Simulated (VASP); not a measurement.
The system is AlNi3.

```xyz
4
Lattice="3.4511 0.0000 0.0000 0.0000 3.4511 0.0000 0.0000 0.0000 3.4511" Properties=species:S:1:pos:R:3 pbc="T T T"
Ni    1.7256    1.7256    0.0000
Ni    1.7256    0.0000    1.7256
Ni    0.0000    1.7256    1.7256
Al    0.0000    0.0000    0.0000
```

Base run:

| Quantity | Value |
| --- | --- |
| Program | VASP 6.6.1 |
| Functional | PBEsol |
| Potentials or basis | VASP PAW PBE potentials, release 64 (Ni, Al) |
| Cutoff | 520 eV |
| k mesh | 8 × 8 × 8 |
| Occupations | fermi-dirac, width 0.05 eV |
| Spin | collinear spin, ferromagnetic start |
| Starting moments | [1.0, 1.0, 1.0, 0.0] μB |

Its results: pressure 13.6 GPa; net moment 0.54 μB per cell; site moments Ni +0.19; Al -0.01 μB.

The run is repeated on the same cell with these changes: functional from PBEsol to r2SCAN; further incar settings from ALGO = Fast; EDIFF = 1e-07; NBANDS = 28 to ALGO = Normal; EDIFF = 1e-07; NBANDS = 28. What comes out?

Pressure 15.1 GPa; net moment 0.82 μB per cell; site moments Ni +0.30; Al -0.02 μB.

Caveats: the cell stands under pressure; the PAW data sets were made with another functional, which shifts forces and pressure a little.
